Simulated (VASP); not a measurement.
# BeTe (F-43m) in VASP: a series of runs

Runs on BeTe. Level: HSE06. Tasks: single point.

Everything below comes from runs of VASP 6.6.1. Logs are shortened: lines on timing, memory, paths and dates and some standing lists are left out, and cuts for length are marked.

## Step 1: The cell of the first run

It takes space group F-43m (No. 216, cubic). Conventional cell: a = 5.714 Å, b = 5.714 Å, c = 5.714 Å, α = 90.00°, β = 90.00°, γ = 90.00°. Be (site symmetry -43m) has 4 Te at 2.47 Å within 3.3 Å. Te (site symmetry -43m) has 4 Be at 2.47 Å within 3.3 Å.

## Step 2: Single point, HSE06 (strain +1.0%)

Contents of POSCAR:

```
BeTe
1.0
    0.0000000000      2.8569098617      2.8569098617
    2.8569098617      0.0000000000      2.8569098617
    2.8569098617      2.8569098617      0.0000000000
Be Te
1 1
Direct
    0.0000000000      0.0000000000      0.0000000000
    0.2500000000      0.2500000000      0.2500000000
```

Contents of INCAR.step1:

```
SYSTEM = BeTe
PREC = Accurate
ENCUT = 520
EDIFF = 1E-5
ISMEAR = 0
SIGMA = 0.01
LREAL = .FALSE.
LASPH = .TRUE.
NELM = 100
ALGO = Normal
ISIF = 2
LWAVE = .TRUE.
LCHARG = .FALSE.
GGA = PE
NBANDS = 11
```

Contents of INCAR.step2:

```
SYSTEM = BeTe
PREC = Accurate
ENCUT = 520
EDIFF = 1E-6
ISMEAR = 0
SIGMA = 0.01
LREAL = .FALSE.
LASPH = .TRUE.
NELM = 100
ALGO = Normal
ISIF = 2
LWAVE = .FALSE.
LCHARG = .FALSE.
GGA = PE
LHFCALC = .TRUE.
HFSCREEN = 0.2079
PRECFOCK = Normal
ISTART = 1
NBANDS = 11
```

Contents of KPOINTS:

```
Automatic mesh
0
G
  6 6 6
  0 0 0
```

Potentials or basis: VASP PAW PBE potentials, release 64 (Be, Te).

Started as:

```console
$ cat potpaw_PBE.64/Be/POTCAR potpaw_PBE.64/Te/POTCAR > POTCAR
$ cp INCAR.step1 INCAR
$ mpirun -np 1 vasp_std > vasp.out
$ cp INCAR.step2 INCAR
$ mpirun -np 1 vasp_std > vasp.out
```

OUTCAR:

```text
SYSTEM = BeTe
   PREC = Accurate
   ENCUT = 520
   EDIFF = 1E-6
   ISMEAR = 0
   LREAL = .FALSE.
   LASPH = .TRUE.
   NELM = 100
   ISIF = 2
   GGA = PE
   LHFCALC = .TRUE.
   HFSCREEN = 0.2079
   PRECFOCK = Normal
   ISTART = 1

 ion  position               nearest neighbor table
   1  0.000  0.000  0.000-   2 2.47   2 2.47   2 2.47   2 2.47
   2  0.250  0.250  0.250-   1 2.47   1 2.47   1 2.47   1 2.47

  LATTYP: Found a face centered cubic cell.
 ALAT       =     5.7138197234

  Lattice vectors:

 A1 = (   0.0000000000,   2.8569098617,   2.8569098617)
 A2 = (   2.8569098617,   0.0000000000,   2.8569098617)
 A3 = (   2.8569098617,   2.8569098617,   0.0000000000)

Analysis of symmetry for initial positions (statically):
=====================================================================
 Subroutine PRICEL returns:
 Original cell was already a primitive cell.

 Routine SETGRP: Setting up the symmetry group for a
 face centered cubic supercell.

 Subroutine GETGRP returns: Found 24 space group operations
 (whereof 24 operations were pure point group operations)
 out of a pool of 48 trial point group operations.

The static configuration has the point symmetry T_d .

Analysis of symmetry for dynamics (positions and initial velocities):
=====================================================================
 Subroutine PRICEL returns:
 Original cell was already a primitive cell.

 Routine SETGRP: Setting up the symmetry group for a
 face centered cubic supercell.

 Subroutine GETGRP returns: Found 24 space group operations
 (whereof 24 operations were pure point group operations)
 out of a pool of 48 trial point group operations.

The dynamic configuration has the point symmetry T_d .

 Subroutine INISYM returns: Found 24 space group operations
 (whereof 24 operations are pure point group operations),
 and found     1 'primitive' translations

----------------------------------------------------------------------------------------

                                     Primitive cell

  volume of cell :      46.6358

  direct lattice vectors                    reciprocal lattice vectors
     0.000000000  2.856909862  2.856909862    -0.175014272  0.175014272  0.175014272
     2.856909862  0.000000000  2.856909862     0.175014272 -0.175014272  0.175014272
     2.856909862  2.856909862  0.000000000     0.175014272  0.175014272 -0.175014272

  length of vectors
     4.040280673  4.040280673  4.040280673     0.303133611  0.303133611  0.303133611

  position of ions in fractional coordinates (direct lattice)
     0.000000000  0.000000000  0.000000000
     0.250000000  0.250000000  0.250000000

  ion indices of the primitive-cell ions
   primitive index   ion index
                 1           1
                 2           2

----------------------------------------------------------------------------------------

 KPOINTS: Automatic mesh

Automatic generation of k-mesh.
 Grid dimensions read from file:
 generate k-points for:    6    6    6

 Generating k-lattice:

  Cartesian coordinates                     Fractional coordinates (reciprocal lattice)
    -0.029169045  0.029169045  0.029169045     0.166666667  0.000000000  0.000000000
     0.029169045 -0.029169045  0.029169045     0.000000000  0.166666667  0.000000000
     0.029169045  0.029169045 -0.029169045     0.000000000  0.000000000  0.166666667

  Length of vectors
     0.050522269  0.050522269  0.050522269

  Shift w.r.t. Gamma in fractional coordinates (k-lattice)
     0.000000000  0.000000000  0.000000000

 Subroutine IBZKPT returns following result:
 ===========================================

 Found     16 irreducible k-points:

 Following reciprocal coordinates:
            Coordinates               Weight
  0.000000  0.000000  0.000000      1.000000
  0.166667  0.000000  0.000000      8.000000
  0.333333  0.000000  0.000000      8.000000
  0.500000  0.000000  0.000000      4.000000
  0.166667  0.166667  0.000000      6.000000
  0.333333  0.166667  0.000000     24.000000
[... 8 lines left out ...]
 -0.333333  0.333333  0.166667     24.000000
 -0.333333  0.500000  0.166667     12.000000
   k-points           NKPTS =     16   k-points in BZ     NKDIM =    216   number of bands    NBANDS=     11
   number of dos      NEDOS =    301   number of ions     NIONS =      2
   total plane-waves  NPLWV =  27000
   dimension x,y,z NGX =    30 NGY =   30 NGZ =   30
   dimension x,y,z NGXF=    60 NGYF=   60 NGZF=   60
   ions per type =               1   1
   NGX,Y,Z   is equivalent  to a cutoff of  12.34, 12.34, 12.34 a.u.
   NGXF,Y,Z  is equivalent  to a cutoff of  24.69, 24.69, 24.69 a.u.
 SYSTEM =  BeTe
   PREC   = accura    normal or accurate (medium, high low for compatibility)
   ISTART =      1    job   : 0-new  1-cont  2-samecut
   ICHARG =      0    charge: 1-file 2-atom 10-const
   ISPIN  =      1    spin polarized calculation?
   LNONCOLLINEAR =      F non collinear calculations
   LSORBIT =      F    spin-orbit coupling
   LASPH  =      T    aspherical Exc in radial PAW
   ENCUT  =  520.0 eV  38.22 Ry    6.18 a.u.   7.51  7.51  7.51*2*pi/ulx,y,z
   NELM   =    100;   NELMIN=  2; NELMDL=  0     # of ELM steps
   EDIFF  = 0.1E-05   stopping-criterion for ELM
   LREAL  =      F    real-space projection
   EDIFFG = 0.1E-04   stopping-criterion for IOM
   NSW    =      0    number of steps for IOM
   IBRION =     -1    ionic relax: 0-MD 1-quasi-New 2-CG
   NFREE  =      0    steps in history (QN), initial steepest desc. (CG)
   ISIF   =      2    stress and relaxation
   ISYM   =      3    0-nonsym 1-usesym 2-fastsym
   POTIM  = 0.5000    time-step for ionic-motion
   TEBEG  =    0.0;   TEEND  =   0.0 temperature during run
   PSTRESS=    0.0 pullay stress
   NELECT =       8.0000    total number of electrons
   NUPDOWN=      -1.0000    fix difference up-down
   EMIN   =  10.00;   EMAX   =-10.00  energy-range for DOS
   EFERMI =   0.00;   METHOD = LEGACY
   ISMEAR =     0;   SIGMA  =   0.01  broadening in eV -4-tet -1-fermi 0-gaus
   EFERMI_NEDOS =   21; number of points for ismear=-14 and -15
   IALGO  =     38    algorithm
   IMIX   =      1    mixing-type and parameters
     AMIX     =   0.40;   BMIX     =  1.00
     AMIX_MAG =   1.60;   BMIX_MAG =  1.00
  volume/ion in A,a.u.               =      23.32       157.36
  Fermi-wavevector in a.u.,A,eV,Ry     =   0.909630  1.718952 11.257834  0.827427
  Thomas-Fermi vector in A             =   2.033698
   LORBIT       =      0    0 simple, 1 ext, 2 COOP (PROOUT), +10 PAW based schemes
   GGA     = PE    functional components
   LHFCALC =     T    Hartree Fock is set to
   PRECFOCK=normal    Normal, Fast or Accurate (Low or Medium for compatibility)
   ENCUT4O =  -1.0   cutoff for four orbital integrals eV
   NKREDX  =     1    reduce k-point grid by
   NKREDY  =     1    reduce k-point grid by
   NKREDZ  =     1    reduce k-point grid by
   AEXX    =    0.2500 exact exchange contribution
   HFSCREEN=    0.2079 screening length (either q_TF or 0.3 A-1)
   HFSCREENC=   0.2079 screening length for correlation (either q_TF or 0.3 A-1)
   ENCUTFOCK=  -1.0 apply spherical cutoff to Coloumb kernel
   IVDW    =     0    specifies the selected vdW correction
   LEPSILON=     F    determine dielectric tensor
   LRPA    =     F    only Hartree local field effects (RPA)
 non-spin polarized calculation
 Gauss-broadening in eV      SIGMA  =   0.01
  energy-cutoff  :      520.00
  volume of cell :       46.64
 maximum number of plane-waves:      1278
  NGX = 24; NGY = 24; NGZ = 24

 number of electron       8.0000000 magnetization

 Free energy of the ion-electron system (eV)
  ---------------------------------------------------
  ext. energy  EPLUGINS =         0.00000000
  ---------------------------------------------------
  free energy    TOTEN  =        -8.73573967 eV

  energy without entropy =       -8.73573967  energy(sigma->0) =       -8.73573967

 E-fermi :   4.2316     XC(G=0):  -7.4300

 val. band max:        4.1416465888   @ k =   0.0000   0.0000   0.0000
 cond. band min:       6.8877499247   @ k =   0.5000   0.5000   0.0000
 fundamental gap:      2.7461033359
 Fermi energy:         4.2315587039

 k-point     1 :       0.0000    0.0000    0.0000
  band No.  band energies     occupation
      1      -9.0065      2.00000
      2       4.1416      2.00000
      3       4.1416      2.00000
      4       4.1416      2.00000
      5       8.4136      0.00000
      6       8.6486      0.00000
      7       8.6486      0.00000
      8       8.6486      0.00000
      9      13.4242      0.00000
     10      15.3337      0.00000
     11      15.3337      0.00000

 k-point     2 :       0.1667    0.0000    0.0000
  band No.  band energies     occupation
      1      -8.7353      2.00000
      2       2.0935      2.00000
      3       3.7722      2.00000
      4       3.7722      2.00000
      5       8.3107      0.00000
      6       9.1920      0.00000
      7       9.1920      0.00000
      8      10.5984      0.00000
      9      14.0778      0.00000
     10      14.1840      0.00000
     11      14.1840      0.00000

 k-point     3 :       0.3333    0.0000    0.0000
  band No.  band energies     occupation
      1      -8.0598      2.00000
      2      -0.5148      2.00000
      3       3.2181      2.00000
      4       3.2181      2.00000
      5       7.9818      0.00000
      6       9.6630      0.00000
      7       9.6630      0.00000
      8      12.8886      0.00000
      9      14.3469      0.00000
     10      14.7307      0.00000
     11      14.7307      0.00000

 k-point     4 :       0.5000    0.0000    0.0000
  band No.  band energies     occupation
      1      -7.6057      2.00000
      2      -1.6666      2.00000
      3       2.9947      2.00000
      4       2.9947      2.00000
      5       7.8525      0.00000
      6       9.6339      0.00000
      7       9.6339      0.00000
      8      12.9849      0.00000
      9      16.0464      0.00000
     10      16.7093      0.00000
     11      16.7093      0.00000

 k-point     5 :       0.1667    0.1667    0.0000
  band No.  band energies     occupation
      1      -8.6440      2.00000
      2       2.3649      2.00000
      3       3.1452      2.00000
      4       3.1452      2.00000
      5       8.0016      0.00000
      6       9.7993      0.00000
      7      10.1854      0.00000
      8      10.1854      0.00000
      9      12.8227      0.00000
     10      14.7717      0.00000
     11      15.7880      0.00000
[... 99 lines left out ...]
 k-point    13 :       0.5000    0.5000    0.0000
  band No.  band energies     occupation
      1      -7.0920      2.00000
      2      -1.2688      2.00000
      3       1.4351      2.00000
      4       1.4351      2.00000
      5       6.8877      0.00000
      6       7.5786      0.00000
      7      14.9295      0.00000
      8      14.9295      0.00000
      9      16.7349      0.00000
     10      18.0221      0.00000
     11      18.5483      0.00000

 k-point    14 :       0.5000    0.3333    0.1667
  band No.  band energies     occupation
      1      -7.5503      2.00000
      2      -0.4839      2.00000
      3       1.0263      2.00000
      4       2.1444      2.00000
      5       8.9185      0.00000
      6       9.9450      0.00000
      7      10.2063      0.00000
      8      12.8214      0.00000
      9      15.1936      0.00000
     10      15.5191      0.00000
     11      17.8409      0.00000

 k-point    15 :      -0.3333    0.3333    0.1667
  band No.  band energies     occupation
      1      -7.2138      2.00000
      2      -0.9549      2.00000
      3       0.5587      2.00000
      4       1.7140      2.00000
      5       9.4835      0.00000
      6       9.6381      0.00000
      7      12.0193      0.00000
      8      12.2369      0.00000
      9      13.7593      0.00000
     10      17.0696      0.00000
     11      17.7496      0.00000

 k-point    16 :      -0.3333    0.5000    0.1667
  band No.  band energies     occupation
      1      -7.0673      2.00000
      2      -0.9236      2.00000
      3       0.6798      2.00000
      4       1.0202      2.00000
      5       8.6452      0.00000
      6       9.2474      0.00000
      7      12.3958      0.00000
      8      12.7129      0.00000
      9      16.1317      0.00000
     10      16.8765      0.00000
     11      18.0346      0.00000

------------------------ aborting loop because EDIFF is reached ----------------------------------------

  FORCE on cell =-STRESS in cart. coord.  units (eV):
  Direction    XX          YY          ZZ          XY          YZ          ZX
  --------------------------------------------------------------------------------------
  -------------------------------------------------------------------------------------
  Total       -0.7464960     -0.7464960     -0.7464960      0.0000000      0.0000000      0.0000000
  in kB      -25.6459310    -25.6459310    -25.6459310      0.0000000      0.0000000      0.0000000
  external PRESSURE =     -25.6459310 kB  Pullay stress =       0.0000000 kB

 VOLUME and BASIS-vectors are now :
 -----------------------------------------------------------------------------
  energy-cutoff  :      520.00
  volume of cell :       46.64
      direct lattice vectors                 reciprocal lattice vectors
     0.000000000  2.856909862  2.856909862    -0.175014272  0.175014272  0.175014272
     2.856909862  0.000000000  2.856909862     0.175014272 -0.175014272  0.175014272
     2.856909862  2.856909862  0.000000000     0.175014272  0.175014272 -0.175014272

 POSITION                                       TOTAL-FORCE (eV/Angst)
 -----------------------------------------------------------------------------------
      0.00000      0.00000      0.00000         0.000000      0.000000      0.000000
      1.42845      1.42845      1.42845        -0.000000     -0.000000     -0.000000
 -----------------------------------------------------------------------------------
    total drift:                                0.000000     -0.000000     -0.000000

  FREE ENERGIE OF THE ION-ELECTRON SYSTEM (eV)
  ---------------------------------------------------
  free  energy   TOTEN  =        -8.7357396714 eV

  energy  without entropy=       -8.7357396714  energy(sigma->0) =       -8.73573967
```

It took 8.2 min on 1 thread of AMD EPYC 9R45 (Zen 5), shared host; peak memory 0.27 GiB.

Results:

```
Free energy            : -8.7357 eV
Pressure               : -2.6 GPa
Band gap on the k mesh : 2.75 eV (least direct gap 4.27 eV)
```

Levels at points of the mesh, in eV from the valence-band top:
```
           k point  band 1  band 2  band 3  band 4  band 5  band 6  band 7  band 8  band 9
(0.00, 0.00, 0.00)  -13.15    0.00    0.00    0.00    4.27    4.51    4.51    4.51    9.28
(0.50, 0.00, 0.00)  -11.75   -5.81   -1.15   -1.15    3.71    5.49    5.49    8.84   11.90
(0.50, 0.50, 0.00)  -11.23   -5.41   -2.71   -2.71    2.75    3.44   10.79   10.79   12.59
```

Caveat: the cell differs from its parent crystal (strain +1.0%); the PAW data sets were made with another functional, which shifts forces and pressure a little; spin-orbit coupling is left out, which moves the levels of the heavy elements.

## Step 3: Single point, HSE06 (strain +2.0%)

Contents of POSCAR:

```
BeTe
1.0
    0.0000000000      2.8851960980      2.8851960980
    2.8851960980      0.0000000000      2.8851960980
    2.8851960980      2.8851960980      0.0000000000
Be Te
1 1
Direct
    0.0000000000      0.0000000000      0.0000000000
    0.2500000000      0.2500000000      0.2500000000
```

Contents of INCAR.step1:

```
ALGO = Normal
EDIFF = 1E-5
ENCUT = 520
GGA = PE
ISIF = 2
ISMEAR = 0
LASPH = True
LREAL = False
LWAVE = True
NBANDS = 11
NELM = 80
PREC = Accurate
SIGMA = 0.01
```

Contents of INCAR.step2:

```
ALGO = Normal
EDIFF = 1E-6
ENCUT = 520
GGA = PE
HFSCREEN = 0.2079
ISIF = 2
ISMEAR = 0
ISTART = 1
LASPH = True
LCHARG = True
LELF = True
LHFCALC = True
LREAL = False
LVHAR = True
LWAVE = False
NBANDS = 11
NELM = 80
PREC = Accurate
PRECFOCK = Normal
SIGMA = 0.01
```

Contents of KPOINTS:

```
k-points
0
Gamma
  6 6 6
```

Potentials or basis: VASP PAW PBE potentials, release 64 (Be, Te).

Started as:

```console
$ cat potpaw_PBE.64/Be/POTCAR potpaw_PBE.64/Te/POTCAR > POTCAR
$ cp INCAR.step1 INCAR
$ mpirun -np 1 vasp_std > vasp.out
$ cp INCAR.step2 INCAR
$ mpirun -np 1 vasp_std > vasp.out
```

Wall time 8.1 min (1 thread of AMD EPYC 9R45 (Zen 5), shared host); peak memory 0.27 GiB.

Results (log left out):

```
Free energy            : -8.7071 eV
Pressure               : -4.0 GPa
Band gap on the k mesh : 2.82 eV (least direct gap 4.06 eV)
```

Levels at points of the mesh, in eV from the valence-band top:
| k point | band 2 | band 3 | band 4 | band 5 | band 6 | band 7 |
| --- | --- | --- | --- | --- | --- | --- |
| (0.00, 0.00, 0.00) | 0.00 | 0.00 | 0.00 | 4.06 | 4.53 | 4.53 |
| (0.50, 0.00, 0.00) | -5.61 | -1.10 | -1.10 | 3.63 | 5.50 | 5.50 |
| (0.50, 0.50, 0.00) | -5.25 | -2.59 | -2.59 | 2.82 | 3.47 | 10.59 |

Caveat: the cell differs from its parent crystal (strain +2.0%); the cell stands under tension; the PAW data sets were made with another functional, which shifts forces and pressure a little; spin-orbit coupling is left out, which moves the levels of the heavy elements.

(Part 1 of 2 ends here.)
